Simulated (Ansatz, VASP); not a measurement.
Two plane-wave programs on MoS2

Contents of INCAR:

```
SYSTEM = MoS2
  PREC = Accurate
  ENCUT = 520
  EDIFF = 1E-6
  ISMEAR = -1
  SIGMA = 0.1
  LREAL = .FALSE.
  LASPH = .TRUE.
  NELM = 100
  ALGO = Normal
  ISIF = 2
  LWAVE = .FALSE.
  LCHARG = .FALSE.
  GGA = PE
  NBANDS = 20
```

The input KPOINTS:

```
regular mesh
0
G
  4 4 4
  0 0 0
```

The input POSCAR:

```
MoS2
1.0
    1.5800000000      0.9122134300      6.1500000000
   -1.5800000000      0.9122134300      6.1500000000
    0.0000000000     -1.8244268500      6.1500000000
Mo S
1 2
Direct
    0.0000000000      0.0000000000      0.0000000000
    0.2499999995      0.2499999995      0.2500000009
    0.4169999992      0.4169999992      0.4170000015
```

Input for Ansatz:

```yaml
crystal:
  lattice:
    - [1.58, 0.91221343, 6.15]
    - [-1.58, 0.91221343, 6.15]
    - [0.0, -1.82442685, 6.15]
  atoms:
    - { symbol: Mo, position: [0.0, 0.0, 0.0] }
    - { symbol: S, position: [0.2499999995432355, 0.2499999995432355, 0.25000000091352886] }
    - { symbol: S, position: [0.41699999923811687, 0.41699999923811687, 0.41700000152376615] }
basis:
  ecutwfc: 550.0
kpoints:
  mp_grid:
    grid: [4, 4, 4]
hamiltonian:
  xc: pbe
scf:
  occupations:
    method: fermi_dirac
    width: 0.1
output:
  forces: true
  stress: true
```

Alike in both runs: task single point; functional PBE; k mesh 4 × 4 × 4; occupations fermi-dirac, width 0.1 eV; no spin polarisation.

|  | VASP | Ansatz |
| --- | --- | --- |
| version | VASP 6.6.1 | Ansatz 0.2.0 |
| potentials or method | VASP PAW PBE potentials, release 64 (Mo_sv, S), cutoff 520 eV | plane waves, PAW |
| valence electrons in the cell | 26 | 26 |

```tsv
	VASP	Ansatz	Ansatz less VASP
pressure (GPa)	4.8	4.9	+0.13
traceless stress, the component that is largest in VASP (GPa)	1.80	1.85	+0.049
rms of the force components (eV/Å)	0.205	0.212	+0.0071
```

Atom by atom the forces differ by 0.007 eV/Å (rms over components). The functional is the same, so the differences come from potentials, cutoffs and numerics.

The k mesh is coarse, so the values compare programs but aren't converged.
